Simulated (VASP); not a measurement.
# AlNi (P4/mmm) in VASP: notebook, part 2 of 2

VASP 6.6.1.

## Step 6: Single point, PBE

This run uses another cell than the first one, of 10.71 Å³/atom.

Contents of INCAR:

```
SYSTEM = AlNi
PREC = Accurate
ENCUT = 520
EDIFF = 1E-6
ISMEAR = 0
SIGMA = 0.15
LREAL = .False.
LASPH = .True.
NELM = 60
ALGO = Fast
ISIF = 2
LWAVE = .False.
LCHARG = .True.
GGA = PE
LELF = .True.
LVHAR = .True.
NBANDS = 14
```

Contents of KPOINTS:

```
Automatic mesh
0
Gamma
  16 16 16
  0 0 0
```

Contents of POSCAR:

```
AlNi
1.0
    1.9745413133     -1.9745086382      0.0000000000
    1.9745413133      1.9745086382      0.0000000000
    0.0000000000      0.0000000000      2.7458000000
Al Ni
1 1
Direct
    0.0000000000      0.0000000000      0.0000000000
    0.5000000000      0.5000000000      0.5000000000
```

Potentials or basis: VASP PAW PBE potentials, release 64 (Al, Ni).

Run with:

```bash
$ cat potpaw_PBE.64/Al/POTCAR potpaw_PBE.64/Ni/POTCAR > POTCAR
$ mpirun -np 1 vasp_std > vasp.out
```

OUTCAR:

```text
SYSTEM = AlNi
   PREC = Accurate
   ENCUT = 520
   EDIFF = 1E-6
   ISMEAR = 0
   LREAL = .False.
   LASPH = .True.
   NELM = 60
   ISIF = 2
   GGA = PE

 ion  position               nearest neighbor table
   1  0.000  0.000  0.000-   2 2.40   2 2.40   2 2.40   2 2.40   2 2.40   2 2.40   2 2.40   2 2.40

   2  0.500  0.500  0.500-   1 2.40   1 2.40   1 2.40   1 2.40   1 2.40   1 2.40   1 2.40   1 2.40

  LATTYP: Found a base centered orthorhombic cell.
 ALAT       =     3.9490172764
 B/A-ratio  =     1.0000165485
 C/A-ratio  =     0.6953122278

  Lattice vectors:

 A1 = (  -1.9745413133,  -1.9745086382,   0.0000000000)
 A2 = (   1.9745413133,  -1.9745086382,   0.0000000000)
 A3 = (   0.0000000000,   0.0000000000,   2.7458000000)

Analysis of symmetry for initial positions (statically):
=====================================================================
 Subroutine PRICEL returns:
 Original cell was already a primitive cell.

 Routine SETGRP: Setting up the symmetry group for a
 base centered orthorhombic supercell.

 Subroutine GETGRP returns: Found  8 space group operations
 (whereof  8 operations were pure point group operations)
 out of a pool of  8 trial point group operations.

The static configuration has the point symmetry D_2h.

Analysis of symmetry for dynamics (positions and initial velocities):
=====================================================================
 Subroutine PRICEL returns:
 Original cell was already a primitive cell.

 Routine SETGRP: Setting up the symmetry group for a
 base centered orthorhombic supercell.

 Subroutine GETGRP returns: Found  8 space group operations
 (whereof  8 operations were pure point group operations)
 out of a pool of  8 trial point group operations.

The dynamic configuration has the point symmetry D_2h.

 Subroutine INISYM returns: Found  8 space group operations
 (whereof  8 operations are pure point group operations),
 and found     1 'primitive' translations

----------------------------------------------------------------------------------------

                                     Primitive cell

  volume of cell :      21.4104

  direct lattice vectors                    reciprocal lattice vectors
     1.974541313 -1.974508638  0.000000000     0.253223367 -0.253227558  0.000000000
     1.974541313  1.974508638  0.000000000     0.253223367  0.253227558  0.000000000
     0.000000000  0.000000000  2.745800000     0.000000000  0.000000000  0.364192585

  length of vectors
     2.792400000  2.792400000  2.745800000     0.358114883  0.358114883  0.364192585

  position of ions in fractional coordinates (direct lattice)
     0.000000000  0.000000000  0.000000000
     0.500000000  0.500000000  0.500000000

  ion indices of the primitive-cell ions
   primitive index   ion index
                 1           1
                 2           2

----------------------------------------------------------------------------------------

 KPOINTS: Automatic mesh

Automatic generation of k-mesh.
 Grid dimensions read from file:
 generate k-points for:   16   16   16

 Generating k-lattice:

  Cartesian coordinates                     Fractional coordinates (reciprocal lattice)
     0.015826460 -0.015826722  0.000000000     0.062500000  0.000000000  0.000000000
[... 44 lines left out ...]
   dimension x,y,z NGX =    24 NGY =   24 NGZ =   20
   dimension x,y,z NGXF=    48 NGYF=   48 NGZF=   40
   ions per type =               1   1
   NGX,Y,Z   is equivalent  to a cutoff of  14.29, 14.29, 12.11 a.u.
   NGXF,Y,Z  is equivalent  to a cutoff of  28.58, 28.58, 24.22 a.u.
 SYSTEM =  AlNi
   PREC   = accura    normal or accurate (medium, high low for compatibility)
   ISTART =      0    job   : 0-new  1-cont  2-samecut
   ICHARG =      2    charge: 1-file 2-atom 10-const
   ISPIN  =      1    spin polarized calculation?
   LNONCOLLINEAR =      F non collinear calculations
   LSORBIT =      F    spin-orbit coupling
   LASPH  =      T    aspherical Exc in radial PAW
   ENCUT  =  520.0 eV  38.22 Ry    6.18 a.u.   5.19  5.19  5.11*2*pi/ulx,y,z
   NELM   =     60;   NELMIN=  2; NELMDL= -5     # of ELM steps
   EDIFF  = 0.1E-05   stopping-criterion for ELM
   LREAL  =      F    real-space projection
   EDIFFG = 0.1E-04   stopping-criterion for IOM
   NSW    =      0    number of steps for IOM
   IBRION =     -1    ionic relax: 0-MD 1-quasi-New 2-CG
   NFREE  =      0    steps in history (QN), initial steepest desc. (CG)
   ISIF   =      2    stress and relaxation
   ISYM   =      2    0-nonsym 1-usesym 2-fastsym
   POTIM  = 0.5000    time-step for ionic-motion
   TEBEG  =    0.0;   TEEND  =   0.0 temperature during run
   PSTRESS=    0.0 pullay stress
   NELECT =      13.0000    total number of electrons
   NUPDOWN=      -1.0000    fix difference up-down
   EMIN   =  10.00;   EMAX   =-10.00  energy-range for DOS
   EFERMI =   0.00;   METHOD = LEGACY
   ISMEAR =     0;   SIGMA  =   0.15  broadening in eV -4-tet -1-fermi 0-gaus
   EFERMI_NEDOS =   21; number of points for ismear=-14 and -15
   IALGO  =     68    algorithm
   IMIX   =      4    mixing-type and parameters
     AMIX     =   0.40;   BMIX     =  1.00
     AMIX_MAG =   1.60;   BMIX_MAG =  1.00
  volume/ion in A,a.u.               =      10.71        72.24
  Fermi-wavevector in a.u.,A,eV,Ry     =   1.386270  2.619671 26.146930  1.921745
  Thomas-Fermi vector in A             =   2.510602
   LORBIT       =      0    0 simple, 1 ext, 2 COOP (PROOUT), +10 PAW based schemes
   GGA     = PE    functional components
   LHFCALC =     F    Hartree Fock is set to
   AEXX    =    0.0000 exact exchange contribution
   IVDW    =     0    specifies the selected vdW correction
   LEPSILON=     F    determine dielectric tensor
   LRPA    =     F    only Hartree local field effects (RPA)
 non-spin polarized calculation
 RMM-DIIS sequential band-by-band and
 Gauss-broadening in eV      SIGMA  =   0.15
  energy-cutoff  :      520.00
  volume of cell :       21.41
 maximum number of plane-waves:       597
 NGX is ok and might be reduce to    24
   NGX = 11   NGY = 11   NGZ = 11

 number of electron      13.0000002 magnetization

 Free energy of the ion-electron system (eV)
  ---------------------------------------------------
  ext. energy  EPLUGINS =         0.00000000
  ---------------------------------------------------
  free energy    TOTEN  =       -10.34144499 eV

  energy without entropy =      -10.33327283  energy(sigma->0) =      -10.33735891

 E-fermi :  11.5616     XC(G=0): -12.5908

 val. band max:       11.5526827332   @ k =   0.3750   0.1250   0.3125
 cond. band min:      11.5636934584   @ k =  -0.3750   0.1875   0.1875
 fundamental gap:      0.0110107252
 Fermi energy:        11.5616264524

 k-point     1 :       0.0000    0.0000    0.0000
  band No.  band energies     occupation
      1      -0.4086      2.00000
      2       7.7555      2.00000
      3       7.7752      2.00000
      4       9.7425      2.00000
      5       9.7985      2.00000
      6       9.7986      2.00000
      7      17.3404      0.00000
      8      17.3405      0.00000
      9      17.9992      0.00000
     10      19.9853      0.00000
     11      20.1137      0.00000
     12      27.4078      0.00000
     13      33.5493      0.00000
     14      33.9625      0.00000
[... 377 lines left out ...]
      1      -0.2547      2.00000
      2       7.7610      2.00000
      3       7.8004      2.00000
      4       9.6676      2.00000
      5       9.7620      2.00000
      6       9.7760      2.00000
      7      16.4252      0.00000
      8      16.7879      0.00000
      9      18.1984      0.00000
     10      20.5487      0.00000
     11      21.1439      0.00000
     12      27.8545      0.00000
     13      31.6703      0.00000
     14      33.0112      0.00000

 [... further k-points ...]

------------------------ aborting loop because EDIFF is reached ----------------------------------------

  FORCE on cell =-STRESS in cart. coord.  units (eV):
  Direction    XX          YY          ZZ          XY          YZ          ZX
  --------------------------------------------------------------------------------------
  -------------------------------------------------------------------------------------
  Total        3.3372691      3.3380317      3.6374280      0.0000000      0.0000000      0.0000000
  in kB      249.7339896    249.7910530    272.1954275      0.0000000      0.0000000      0.0000000
  external PRESSURE =     257.2401567 kB  Pullay stress =       0.0000000 kB

 VOLUME and BASIS-vectors are now :
 -----------------------------------------------------------------------------
  energy-cutoff  :      520.00
  volume of cell :       21.41
      direct lattice vectors                 reciprocal lattice vectors
     1.974541313 -1.974508638  0.000000000     0.253223367 -0.253227558  0.000000000
     1.974541313  1.974508638  0.000000000     0.253223367  0.253227558  0.000000000
     0.000000000  0.000000000  2.745800000     0.000000000  0.000000000  0.364192585

 POSITION                                       TOTAL-FORCE (eV/Angst)
 -----------------------------------------------------------------------------------
      0.00000      0.00000      0.00000         0.000000      0.000000      0.000000
      1.97454      0.00000      1.37290        -0.000000      0.000000      0.000000
 -----------------------------------------------------------------------------------
    total drift:                                0.000000     -0.000000     -0.000000

  FREE ENERGIE OF THE ION-ELECTRON SYSTEM (eV)
  ---------------------------------------------------
  free  energy   TOTEN  =       -10.3414449933 eV

  energy  without entropy=      -10.3332728324  energy(sigma->0) =      -10.33735891
```

OSZICAR:

```text
N       E                     dE             d eps       ncg     rms          rms(c)
DAV:   1     0.421703503362E+02    0.42170E+02   -0.54570E+03 18794   0.101E+03
DAV:   2    -0.100944799009E+02   -0.52265E+02   -0.47214E+02 19836   0.185E+02
DAV:   3    -0.118680760961E+02   -0.17736E+01   -0.17565E+01 22980   0.375E+01
DAV:   4    -0.118909582827E+02   -0.22882E-01   -0.22876E-01 22062   0.390E+00
DAV:   5    -0.118916158015E+02   -0.65752E-03   -0.65750E-03 23582   0.718E-01    0.128E+01
RMM:   6    -0.132041063228E+02   -0.13125E+01   -0.12270E+01 22481   0.438E+01    0.151E+01
RMM:   7    -0.103570988413E+02    0.28470E+01   -0.33248E+00 20900   0.224E+01    0.157E+00
RMM:   8    -0.103504433931E+02    0.66554E-02   -0.52852E-02 20169   0.227E+00    0.670E-01
RMM:   9    -0.103441619249E+02    0.62815E-02   -0.19155E-02 21498   0.998E-01    0.476E-01
RMM:  10    -0.103414698280E+02    0.26921E-02   -0.62597E-03 23134   0.100E+00    0.160E-01
RMM:  11    -0.103415629060E+02   -0.93078E-04   -0.82081E-04 25349   0.317E-01    0.116E-01
RMM:  12    -0.103414337334E+02    0.12917E-03   -0.24413E-04 25384   0.169E-01    0.230E-02
RMM:  13    -0.103414429560E+02   -0.92226E-05   -0.90379E-05 25864   0.614E-02    0.548E-03
RMM:  14    -0.103414448210E+02   -0.18650E-05   -0.14029E-05 23434   0.252E-02    0.634E-03
RMM:  15    -0.103414449933E+02   -0.17228E-06   -0.12519E-06 13547   0.872E-03
   1 F= -.10341445E+02 E0= -.10337359E+02  d E =-.817216E-02
```

stdout:

```text
POSCAR found type information on POSCAR AlNi
 POSCAR found :  2 types and       2 ions
 scaLAPACK will be used
 LDA part: xc-table for (Slater+PW92), standard interpolation
 POSCAR, INCAR and KPOINTS ok, starting setup
 FFT: planning ... GRIDC
 FFT: planning ... GRID_SOFT
 FFT: planning ... GRID
 WAVECAR not read
 entering main loop
WARNING in EDDRMM: call to ZHEGV failed, returncode =   8  4     13
WARNING in EDDRMM: call to ZHEGV failed, returncode =   8  4     12
WARNING in EDDRMM: call to ZHEGV failed, returncode =   6  3     12
WARNING in EDDRMM: call to ZHEGV failed, returncode =   8  4     14
```

It took 2.1 min on 1 thread of Intel Xeon Platinum 8259CL at 2.50GHz (Skylake/Cascade Lake), shared host; peak memory 0.31 GiB.

Results:

| Item | Value |
| --- | --- |
| Free energy | -10.3414 eV |
| Pressure | 25.7 GPa |
| Band gap on the k mesh | zero (an odd number of electrons rules out a gap without spin polarisation) |

Levels at points of the mesh, in eV from the Fermi level:
```csv
k point,band 5,band 6,band 7,band 8,band 9,band 10
"(0.00, 0.00, 0.00)",-1.76,-1.76,5.78,5.78,6.44,8.42
"(0.50, 0.00, 0.00)",-2.52,-1.66,-0.75,8.39,10.36,10.97
"(0.50, 0.50, 0.00)",-2.36,-2.36,-1.19,1.59,2.91,13.87
"(0.00, 0.00, 0.50)",-2.63,-1.70,-0.61,8.39,10.42,10.42
"(0.50, 0.00, 0.50)",-2.46,-2.44,-1.15,1.76,3.08,13.41
"(0.50, 0.50, 0.50)",-1.10,1.89,1.90,1.94,4.72,4.82
```

Caveat: the cell stands under pressure. Spin polarisation is off, so any magnetic state and its effect on volume and gap are missing.

## Step 7: Overview

| cell | further INCAR settings | gap on the mesh (eV) | pressure (GPa) |
| --- | --- | --- | --- |
| a = 2.744, b = 2.744, c = 2.668 Å, 2 atoms | ALGO = Fast; EDIFF = 1e-06; NBANDS = 14 | none | 44.4 |
| a = 2.744, b = 2.744, c = 2.746 Å, 2 atoms | ALGO = Fast; EDIFF = 1e-07; NBANDS = 14 | none | 35.2 |
| a = 2.792, b = 2.792, c = 2.668 Å, 2 atoms | ALGO = Fast; EDIFF = 1e-07; NBANDS = 14 | none | 33.6 |
| a = 2.744, b = 2.744, c = 2.823 Å, 2 atoms | ALGO = Fast; EDIFF = 1e-06; NBANDS = 14 | none | 27.6 |
| a = 2.792, b = 2.792, c = 2.746 Å, 2 atoms | ALGO = Fast; EDIFF = 1e-06; NBANDS = 14 | none | 25.7 |

Alike in all rows: task single point; level PBE; potentials or basis VASP PAW PBE potentials, release 64 (Al, Ni); no spin polarisation; k mesh 16 × 16 × 16; cutoff (eV) 520; smearing gaussian 0.15 eV.

Caveats: the cell stands under pressure.

Absolute energies hang on the potentials; compare differences alone.
